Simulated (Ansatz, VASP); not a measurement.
**Two plane-wave programs on Al2O3**

```
Al O
1.0
     2.37947    1.37379    4.33176
    -2.37947    1.37379    4.33176
     0.00000   -2.74757    4.33176
Al O
4 6
Direct
  0.35192 0.35192 0.35192
  0.14808 0.14808 0.14808
  0.64808 0.64808 0.64808
  0.85192 0.85192 0.85192
  0.55634 0.94366 0.25000
  0.25000 0.55634 0.94366
  0.94366 0.25000 0.55634
  0.44366 0.05634 0.75000
  0.75000 0.44366 0.05634
  0.05634 0.75000 0.44366
```

Alike in both runs: task relaxation of cell and atoms; functional r2SCAN; k mesh 6 × 6 × 6; no spin polarisation.

|  | VASP | Ansatz |
| --- | --- | --- |
| version | VASP 6.6.1 | Ansatz 0.2.0 |
| potentials or method | VASP PAW PBE potentials, release 64 (Al, O), cutoff 600 eV | scalar-relativistic, plane waves, PAW |
| occupations | gaussian, width 0.01 eV | fixed |
| valence electrons in the cell | 48 | 48 |

VASP gave:

```
gap on the k mesh at the Fermi level, each at its own relaxed structure (eV) : 7.20
relaxed volume (Å³/atom)                                                     : 8.47
relaxed cell length with the largest relative difference (Å)                 : 5.124
```

Question: Estimate Ansatz's values.

Answer: gap on the k mesh at the Fermi level, each at its own relaxed structure (eV): 7.14; relaxed volume (Å³/atom): 8.50; relaxed cell length with the largest relative difference (Å): 5.130.

VASP's potentials were made for PBE, not for r2SCAN.
